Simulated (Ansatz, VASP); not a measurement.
**Two plane-wave programs on La3GaRh3**

The input INCAR:

```
SYSTEM = La3GaRh3
PREC = Accurate
ENCUT = 520
EDIFF = 1E-6
ISMEAR = -1
SIGMA = 0.1
LREAL = .False.
LASPH = .True.
NELM = 60
ALGO = Normal
ISIF = 2
LWAVE = .False.
LCHARG = .True.
GGA = PE
LELF = .True.
LVHAR = .True.
NBANDS = 54
```

The input KPOINTS:

```
regular mesh
0
Gamma
  6 6 6
  0 0 0
```

The input POSCAR:

```
La3GaRh3
1.0
    5.5618830000      0.0000000000      0.0000000000
    0.0000000000      5.5618830000      0.0000000000
    0.0000000000      0.0000000000      5.5618830000
La Rh Ga
3 3 1
Direct
    0.5000000000      0.5000000000      0.0000000000
    0.0000000000      0.5000000000      0.5000000000
    0.5000000000      0.0000000000      0.5000000000
    0.5000000000      0.0000000000      0.0000000000
    0.0000000000      0.5000000000      0.0000000000
    0.0000000000      0.0000000000      0.5000000000
    0.5000000000      0.5000000000      0.5000000000
```

Input for Ansatz:

```yaml
crystal:
  lattice:
    - [5.561883, 0.0, 0.0]
    - [0.0, 5.561883, 0.0]
    - [0.0, 0.0, 5.561883]
  atoms:
    - { symbol: La, position: [0.5, 0.5, 0.0] }
    - { symbol: La, position: [0.0, 0.5, 0.5] }
    - { symbol: La, position: [0.5, 0.0, 0.5] }
    - { symbol: Rh, position: [0.5, 0.0, 0.0] }
    - { symbol: Rh, position: [0.0, 0.5, 0.0] }
    - { symbol: Rh, position: [0.0, 0.0, 0.5] }
    - { symbol: Ga, position: [0.5, 0.5, 0.5] }
  symmetry: { tolerance: 0.0003 }
kpoints:
  mp_grid: { grid: [6, 6, 6], shift: [0, 0, 0] }
  band_path:
    path:
      - [0.0, 0.0, 0.0]
      - [0.0, 0.5, 0.0]
      - [0.5, 0.5, 0.0]
      - [0.0, 0.0, 0.0]
      - [0.5, 0.5, 0.5]
      - [0.0, 0.5, 0.0]
      - [0.5, 0.5, 0.5]
      - [0.5, 0.5, 0.0]
    npoints: 8
magnetization:
  spin_polarized: false
scf:
  occupations: { method: fermi_dirac }
  lower_state_search: "off"
  max_iter: 200
hamiltonian:
  pseudopotentials: { kind: paw }
  xc: pbe
basis:
  ecutwfc: 420
  fft_grid_basis: typed
output:
  forces: true
  stress: true
  eigenvalues: true
  bader: true
  populations: true
  elf: true
  write_potential: true
  volumetric_format: npy
  dos:
    e_range: [-12, 8]
    de: 0.05
    projected: { site_lists: { Ga: [Ga], La: [La], Rh: [Rh] } }
checkpoint:
  read: saved_state
```

Alike in both runs: task single point; functional PBE; k mesh 6 × 6 × 6; no spin polarisation.

|  | VASP | Ansatz |
| --- | --- | --- |
| version | VASP 6.6.1 | Ansatz 0.2.0 |
| potentials or method | VASP PAW PBE potentials, release 64 (La, Rh_pv, Ga_d), cutoff 520 eV | PAW plane waves |
| occupations | fermi-dirac, width 0.1 eV | fermi-dirac |
| valence electrons in the cell | 91 | 97 |

Ansatz gave:

```
pressure (GPa) : 7.6
```

Q: What did VASP give for the same quantities?

A: Pressure (GPa): 7.8.

VASP's potentials hold 91 valence electrons a cell and Ansatz's 97, so a difference there can come from the potentials and not from the codes.

Neither program's run includes spin-orbit coupling.
